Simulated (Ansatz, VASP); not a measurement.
Sr: VASP beside Ansatz

```
CELL_PARAMETERS angstrom
0.00000 2.89179 2.89179
2.89179 0.00000 2.89179
2.89179 2.89179 0.00000
ATOMIC_POSITIONS crystal
Sr 0.00000 0.00000 0.00000
```

Alike in both runs: task relaxation of cell and atoms; functional LDA; k mesh 12 × 12 × 12; occupations gaussian, width 0.1 eV; no spin polarisation.

|  | VASP | Ansatz |
| --- | --- | --- |
| version | VASP 6.6.1 | Ansatz 0.2.0 |
| potentials or method | VASP PAW LDA potentials, release 64 (Sr_sv), cutoff 600 eV | scalar-relativistic, plane waves, PAW |
| valence electrons in the cell | 10 | 10 |

```tsv
	VASP	Ansatz	Ansatz less VASP
gap on the k mesh at the Fermi level, each at its own relaxed structure (eV)	0.05	0.05	+0.001
relaxed volume (Å³/atom)	48.65	48.61	-0.036
relaxed cell length with the largest relative difference (Å)	4.098	4.097	-0.0010
```

Ansatz warns that its potentials were made for another functional, while VASP's fit it. LDA's correlation is that of Perdew and Zunger in VASP and of Perdew and Wang (1992) in Ansatz.
